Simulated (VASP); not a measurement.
A run of VASP 6.6.1:

File INCAR:

```
  PREC = Accurate
  ENCUT = 560
  EDIFF = 1E-6
  ISMEAR = -1
  SIGMA = 0.05
  LREAL = F
  LASPH = T
  NELM = 120
  ALGO = Normal
  ISIF = 2
  LWAVE = F
  LCHARG = F
  GGA = PE
  NBANDS = 14
  GGA_COMPAT = F
```

Contents of KPOINTS:

```
regular mesh
0
Gamma
  17 17 15
```

Contents of POSCAR:

```
Ru
1.0
    2.4119490111      0.0000000000      0.0000000000
   -1.2059745056      2.0888091163      0.0000000000
    0.0000000000      0.0000000000      2.2390415440
Ru
1
Direct
    0.0000000000      0.0000000000      0.0000000000
```

Potentials or basis: VASP PAW PBE potentials, release 64 (Ru_sv).

Command:

```console
$ cat potpaw_PBE.64/Ru_sv/POTCAR > POTCAR
$ mpirun -np 1 vasp_std > vasp.out
```

Hardware: 1 thread of AMD EPYC 9R45 96-Core Processor (Zen 5), on a shared host.

**Question.** How long does it take, and how much memory?

**Answer.** Wall time 17 s on 1 thread of AMD EPYC 9R45 96-Core Processor (Zen 5) (shared host), peak memory 0.12 GiB. Counts: scf iterations 10, k points 264.
